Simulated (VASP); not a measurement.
A run of VASP 6.6.1 is set up as follows.

File INCAR:

```
SYSTEM = Mo
PREC = Accurate
ENCUT = 520
EDIFF = 1E-6
ISMEAR = 0
SIGMA = 0.15
LREAL = .False.
LASPH = .True.
NELM = 100
ALGO = Fast
ISIF = 2
LWAVE = .False.
LCHARG = .False.
GGA = PE
NBANDS = 13
```

The input KPOINTS:

```
Automatic mesh
0
Gamma
  22 22 22
  0 0 0
```

File POSCAR:

```
Mo
1.0
   -1.5474350000      1.5474350000      1.5238700000
    1.5474350000     -1.5474350000      1.5238700000
    1.5474350000      1.5474350000     -1.5238700000
Mo
1
Direct
    0.0000000000      0.0000000000      0.0000000000
```

Potentials or basis: VASP PAW PBE potentials, release 64 (Mo_sv).

Run with:

```sh
$ cat potpaw_PBE.64/Mo_sv/POTCAR > POTCAR
$ mpirun -np 1 vasp_std > vasp.out
```

Q: Predict the band gap on the k mesh.

A: Zero (bands 7 and 8 overlap by 5.83 eV).

Q: What does it give for the pressure?

A: 24.7 GPa.

Stress tensor (GPa, compression positive):
```
22.83  0.00  0.00
 0.00 22.83  0.00
 0.00  0.00 28.37
```

Caveat: the cell differs from its parent crystal (strain -0.015 along x and y, -0.030 along z); the stress differs along the axes, from 23 to 28 GPa.
